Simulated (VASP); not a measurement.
# AlN (Fm-3m) in VASP: notebook

AlN is run at these levels: PBEsol+D3(BJ); tasks: single point.

The COD entry that gives the cell may itself be a prediction, so a difference from it is no test against experiment.

Everything below comes from runs of VASP 6.6.1. Logs are shortened: lines on timing, memory, paths and dates and some standing lists are left out, and cuts for length are marked.

### 1 The cell of the first run

It takes space group Fm-3m (No. 225, cubic). The conventional cell has a = 3.774 Å, b = 3.774 Å, c = 3.774 Å, α = 90.00°, β = 90.00°, γ = 90.00°. Within 2.5 Å of Al (site symmetry m-3m) lie 6 N at 1.89 Å. N (site symmetry m-3m) has 6 Al at 1.89 Å within 2.5 Å.

### 2 Single point, PBEsol+D3(BJ)

The input, INCAR:

```
PREC     = Accurate       # precision mode
ENCUT    = 520            # plane-wave cutoff, eV
EDIFF    = 1E-6           # SCF threshold, eV
ISMEAR   = 0              # smearing method
SIGMA    = 0.01           # smearing width, eV
LREAL    = F              # projectors in reciprocal space
LASPH    = T              # aspherical terms in the spheres
NELM     = 60             # most SCF steps
ALGO     = Normal         # electronic algorithm
ISIF     = 2              # what is computed and relaxed
LWAVE    = F              # write WAVECAR
LCHARG   = F              # write CHGCAR
GGA      = PS             # functional
IVDW     = 12             # dispersion correction
NBANDS   = 11             # bands
```

The input, KPOINTS:

```
Automatic mesh
0
Gamma
  8 8 8
```

The input, POSCAR:

```
AlN
1.0
    0.0000000000      1.8868611397      1.8868611397
    1.8868611397      0.0000000000      1.8868611397
    1.8868611397      1.8868611397      0.0000000000
Al N
1 1
Direct
    0.0000000000      0.0000000000      0.0000000000
    0.5000000000      0.5000000000      0.5000000000
```

Potentials or basis: VASP PAW PBE potentials, release 64 (Al, N).

Command:

```sh
$ cat potpaw_PBE.64/Al/POTCAR potpaw_PBE.64/N/POTCAR > POTCAR
$ mpirun -np 1 vasp_std > vasp.out
```

OUTCAR:

```text
PREC = Accurate
   ENCUT = 520
   EDIFF = 1E-6
   ISMEAR = 0
   LREAL = F
   LASPH = T
   NELM = 60
   ISIF = 2
   GGA = PS
   IVDW = 12
 IVDW          = 12

 ion  position               nearest neighbor table
   1  0.000  0.000  0.000-   2 1.89   2 1.89   2 1.89   2 1.89   2 1.89   2 1.89
   2  0.500  0.500  0.500-   1 1.89   1 1.89   1 1.89   1 1.89   1 1.89   1 1.89

  LATTYP: Found a face centered cubic cell.
 ALAT       =     3.7737222794

  Lattice vectors:

 A1 = (   0.0000000000,   1.8868611397,   1.8868611397)
 A2 = (   1.8868611397,   0.0000000000,   1.8868611397)
 A3 = (   1.8868611397,   1.8868611397,   0.0000000000)

Analysis of symmetry for initial positions (statically):
=====================================================================
 Subroutine PRICEL returns:
 Original cell was already a primitive cell.

 Routine SETGRP: Setting up the symmetry group for a
 face centered cubic supercell.

 Subroutine GETGRP returns: Found 48 space group operations
[... 9 lines left out ...]

 Routine SETGRP: Setting up the symmetry group for a
 face centered cubic supercell.

 Subroutine GETGRP returns: Found 48 space group operations
[... 11 lines left out ...]
                                     Primitive cell

  volume of cell :      13.4354

  direct lattice vectors                    reciprocal lattice vectors
     0.000000000  1.886861140  1.886861140    -0.264990353  0.264990353  0.264990353
     1.886861140  0.000000000  1.886861140     0.264990353 -0.264990353  0.264990353
     1.886861140  1.886861140  0.000000000     0.264990353  0.264990353 -0.264990353

  length of vectors
     2.668424614  2.668424614  2.668424614     0.458976755  0.458976755  0.458976755

  position of ions in fractional coordinates (direct lattice)
     0.000000000  0.000000000  0.000000000
     0.500000000  0.500000000  0.500000000

  ion indices of the primitive-cell ions
   primitive index   ion index
                 1           1
                 2           2

----------------------------------------------------------------------------------------

 KPOINTS: Automatic mesh

Automatic generation of k-mesh.
 Grid dimensions read from file:
 generate k-points for:    8    8    8

 Generating k-lattice:

  Cartesian coordinates                     Fractional coordinates (reciprocal lattice)
    -0.033123794  0.033123794  0.033123794     0.125000000  0.000000000  0.000000000
     0.033123794 -0.033123794  0.033123794     0.000000000  0.125000000  0.000000000
     0.033123794  0.033123794 -0.033123794     0.000000000  0.000000000  0.125000000

  Length of vectors
     0.057372094  0.057372094  0.057372094

  Shift w.r.t. Gamma in fractional coordinates (k-lattice)
     0.000000000  0.000000000  0.000000000

 Subroutine IBZKPT returns following result:
 ===========================================

 Found     29 irreducible k-points:

 Following reciprocal coordinates:
            Coordinates               Weight
  0.000000  0.000000  0.000000      1.000000
  0.125000  0.000000  0.000000      8.000000
  0.250000  0.000000  0.000000      8.000000
  0.375000  0.000000  0.000000      8.000000
  0.500000  0.000000  0.000000      4.000000
  0.125000  0.125000  0.000000      6.000000
[... 16 lines left out ...]
  0.500000  0.250000  0.125000     48.000000
 -0.375000  0.250000  0.125000     24.000000
 [... further k-points ...]
   k-points           NKPTS =     29   k-points in BZ     NKDIM =     29   number of bands    NBANDS=     11
   number of dos      NEDOS =    301   number of ions     NIONS =      2
   total plane-waves  NPLWV =   8000
   dimension x,y,z NGX =    20 NGY =   20 NGZ =   20
   dimension x,y,z NGXF=    40 NGYF=   40 NGZF=   40
   ions per type =               1   1
   NGX,Y,Z   is equivalent  to a cutoff of  12.46, 12.46, 12.46 a.u.
   NGXF,Y,Z  is equivalent  to a cutoff of  24.92, 24.92, 24.92 a.u.
 SYSTEM =  unknown system
   PREC   = accura    normal or accurate (medium, high low for compatibility)
   ISTART =      0    job   : 0-new  1-cont  2-samecut
   ICHARG =      2    charge: 1-file 2-atom 10-const
   ISPIN  =      1    spin polarized calculation?
   LNONCOLLINEAR =      F non collinear calculations
   LSORBIT =      F    spin-orbit coupling
   LASPH  =      T    aspherical Exc in radial PAW
   ENCUT  =  520.0 eV  38.22 Ry    6.18 a.u.   4.96  4.96  4.96*2*pi/ulx,y,z
   NELM   =     60;   NELMIN=  2; NELMDL= -5     # of ELM steps
   EDIFF  = 0.1E-05   stopping-criterion for ELM
   LREAL  =      F    real-space projection
   EDIFFG = 0.1E-04   stopping-criterion for IOM
   NSW    =      0    number of steps for IOM
   IBRION =     -1    ionic relax: 0-MD 1-quasi-New 2-CG
   NFREE  =      0    steps in history (QN), initial steepest desc. (CG)
   ISIF   =      2    stress and relaxation
   ISYM   =      2    0-nonsym 1-usesym 2-fastsym
   POTIM  = 0.5000    time-step for ionic-motion
   TEBEG  =    0.0;   TEEND  =   0.0 temperature during run
   PSTRESS=    0.0 pullay stress
   NELECT =       8.0000    total number of electrons
   NUPDOWN=      -1.0000    fix difference up-down
   EMIN   =  10.00;   EMAX   =-10.00  energy-range for DOS
   EFERMI =   0.00;   METHOD = LEGACY
   ISMEAR =     0;   SIGMA  =   0.01  broadening in eV -4-tet -1-fermi 0-gaus
   EFERMI_NEDOS =   21; number of points for ismear=-14 and -15
   IALGO  =     38    algorithm
   IMIX   =      4    mixing-type and parameters
     AMIX     =   0.40;   BMIX     =  1.00
     AMIX_MAG =   1.60;   BMIX_MAG =  1.00
  volume/ion in A,a.u.               =       6.72        45.33
  Fermi-wavevector in a.u.,A,eV,Ry     =   1.377278  2.602678 25.808812  1.896894
  Thomas-Fermi vector in A             =   2.502446
   LORBIT       =      0    0 simple, 1 ext, 2 COOP (PROOUT), +10 PAW based schemes
   GGA     = PS    functional components
   LHFCALC =     F    Hartree Fock is set to
   AEXX    =    0.0000 exact exchange contribution
   IVDW    =    12    specifies the selected vdW correction
   LEPSILON=     F    determine dielectric tensor
   LRPA    =     F    only Hartree local field effects (RPA)
 non-spin polarized calculation
 Gauss-broadening in eV      SIGMA  =   0.01
  energy-cutoff  :      520.00
  volume of cell :       13.44
 maximum number of plane-waves:       371
   NGX =  9   NGY =  9   NGZ =  9

 number of electron       8.0000000 magnetization

 Free energy of the ion-electron system (eV)
  ---------------------------------------------------
  ext. energy  EPLUGINS =         0.00000000
  ---------------------------------------------------
  free energy    TOTEN  =       -14.77028792 eV

  energy without entropy =      -14.77028792  energy(sigma->0) =      -14.77028792

 E-fermi :  12.9425     XC(G=0): -13.4630

 val. band max:       12.8260163845   @ k =   0.0000   0.0000   0.0000
 cond. band min:      17.4982802688   @ k =   0.5000   0.5000   0.0000
 fundamental gap:      4.6722638842
 Fermi energy:        12.9425263370

 k-point     1 :       0.0000    0.0000    0.0000
  band No.  band energies     occupation
      1      -6.7681      2.00000
      2      12.8260      2.00000
      3      12.8260      2.00000
      4      12.8260      2.00000
      5      21.8008      0.00000
      6      25.4708      0.00000
      7      25.4708      0.00000
      8      25.4708      0.00000
      9      31.1520      0.00000
     10      32.0630      0.00000
     11      32.0630      0.00000

 k-point     2 :       0.1250    0.0000    0.0000
  band No.  band energies     occupation
      1      -6.3806      2.00000
      2      11.2256      2.00000
      3      12.5548      2.00000
      4      12.5548      2.00000
      5      22.3097      0.00000
      6      24.5098      0.00000
      7      26.0758      0.00000
      8      26.0758      0.00000
      9      30.6709      0.00000
     10      30.6709      0.00000
     11      33.6796      0.00000

 k-point     3 :       0.2500    0.0000    0.0000
  band No.  band energies     occupation
      1      -5.2648      2.00000
      2       7.9350      2.00000
      3      11.9758      2.00000
      4      11.9758      2.00000
      5      21.3625      0.00000
      6      26.0169      0.00000
      7      26.4974      0.00000
      8      26.4974      0.00000
      9      30.7346      0.00000
     10      30.7346      0.00000
     11      33.1746      0.00000

 k-point     4 :       0.3750    0.0000    0.0000
  band No.  band energies     occupation
      1      -3.6482      2.00000
      2       4.6683      2.00000
      3      11.4751      2.00000
      4      11.4751      2.00000
      5      20.5077      0.00000
      6      25.8184      0.00000
      7      25.8184      0.00000
      8      28.1182      0.00000
      9      32.0288      0.00000
     10      33.5711      0.00000
     11      33.5711      0.00000

 k-point     5 :       0.5000    0.0000    0.0000
  band No.  band energies     occupation
      1      -2.5754      2.00000
      2       3.0040      2.00000
      3      11.2850      2.00000
      4      11.2850      2.00000
      5      20.2394      0.00000
      6      25.4892      0.00000
      7      25.4892      0.00000
      8      29.0534      0.00000
      9      31.5706      0.00000
     10      35.7888      0.00000
     11      35.7888      0.00000
[... 211 lines left out ...]
 k-point    21 :       0.5000    0.5000    0.0000
  band No.  band energies     occupation
      1      -1.2713      2.00000
      2       3.8773      2.00000
      3       9.4276      2.00000
      4       9.4276      2.00000
      5      17.4983      0.00000
      6      19.5511      0.00000
      7      29.4919      0.00000
      8      33.4938      0.00000
      9      33.4938      0.00000
     10      38.3882      0.00000
     11      43.6535      0.00000

 k-point    22 :       0.3750    0.2500    0.1250
  band No.  band energies     occupation
      1      -4.3337      2.00000
      2       7.5582      2.00000
      3       9.5981      2.00000
      4      11.2549      2.00000
      5      21.8822      0.00000
      6      24.1928      0.00000
      7      24.9825      0.00000
      8      29.0641      0.00000
      9      29.6305      0.00000
     10      34.5263      0.00000
     11      37.6630      0.00000

 k-point    23 :       0.5000    0.2500    0.1250
  band No.  band energies     occupation
      1      -2.8555      2.00000
      2       5.3314      2.00000
      3       8.5179      2.00000
      4      10.6051      2.00000
      5      22.3652      0.00000
      6      23.7588      0.00000
      7      25.6228      0.00000
      8      28.4320      0.00000
      9      32.0183      0.00000
     10      35.4995      0.00000
     11      37.8154      0.00000

 k-point    24 :      -0.3750    0.2500    0.1250
  band No.  band energies     occupation
      1      -1.9311      2.00000
      2       4.0011      2.00000
      3       8.2704      2.00000
      4      10.2984      2.00000
      5      22.6177      0.00000
      6      23.0837      0.00000
      7      27.2860      0.00000
      8      27.7932      0.00000
      9      33.2775      0.00000
     10      34.8196      0.00000
     11      37.9961      0.00000

 [... further k-points ...]

------------------------ aborting loop because EDIFF is reached ----------------------------------------

 Edisp (eV)   -0.70585

 E8    (eV) :    -0.4353

  FORCE on cell =-STRESS in cart. coord.  units (eV):
  Direction    XX          YY          ZZ          XY          YZ          ZX
  --------------------------------------------------------------------------------------
  -------------------------------------------------------------------------------------
  Total       6.22609     6.22609     6.22609    -0.00000     0.00000     0.00000
  in kB     742.46513   742.46513   742.46513    -0.00000     0.00000     0.00000
  external pressure =      742.47 kB  Pullay stress =        0.00 kB

 VOLUME and BASIS-vectors are now :
 -----------------------------------------------------------------------------
  energy-cutoff  :      520.00
  volume of cell :       13.44
      direct lattice vectors                 reciprocal lattice vectors
     0.000000000  1.886861140  1.886861140    -0.264990353  0.264990353  0.264990353
     1.886861140  0.000000000  1.886861140     0.264990353 -0.264990353  0.264990353
     1.886861140  1.886861140  0.000000000     0.264990353  0.264990353 -0.264990353

 POSITION                                       TOTAL-FORCE (eV/Angst)
 -----------------------------------------------------------------------------------
      0.00000      0.00000      0.00000        -0.000000     -0.000000     -0.000000
      1.88686      1.88686      1.88686         0.000000      0.000000      0.000000
 -----------------------------------------------------------------------------------
    total drift:                                0.000000      0.000000      0.000000

  FREE ENERGIE OF THE ION-ELECTRON SYSTEM (eV)
  ---------------------------------------------------
  free  energy   TOTEN  =       -15.4761420961 eV

  energy  without entropy=      -15.4761420961  energy(sigma->0) =      -15.47614210
```

It took 2.1 s on 1 thread of Intel Xeon 6975P-C (Granite Rapids), shared host; peak memory 0.13 GiB.

Results:

| Item | Value |
| --- | --- |
| Free energy | -15.4761 eV |
| Pressure | 74.2 GPa |
| Band gap on the k mesh | 4.67 eV, indirect (least direct gap 8.07 eV) |
| Dispersion energy per atom | -0.353 eV |

Caveat: the PAW data sets were made with another functional, which shifts forces and pressure a little. A k mesh can miss the band edges.

(Part 1 of 2 ends here.)
